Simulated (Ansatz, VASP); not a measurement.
# One calculation of BN, two programs

```
CELL_PARAMETERS angstrom
0.00000 1.76798 1.76798
1.76798 0.00000 1.76798
1.76798 1.76798 0.00000
ATOMIC_POSITIONS crystal
B 0.00000 0.00000 0.00000
N 0.25000 0.25000 0.25000
```

Alike in both runs: task single point; functional r2SCAN; k mesh 10 × 10 × 10; no spin polarisation.

```csv
,VASP,Ansatz
version,VASP 6.6.1,Ansatz 0.2.0
potentials or method,"VASP PAW PBE potentials, release 64 (B, N)","plane waves, PAW"
plane-wave cutoff (eV),520,500
occupations,"gaussian, width 0.01 eV",fixed
valence electrons in the cell,8,8
```

```tsv
	VASP	Ansatz	Ansatz less VASP
gap on the k mesh at the Fermi level (eV)	5.05	5.08	+0.026
```

VASP's potentials were made for PBE, not for r2SCAN.
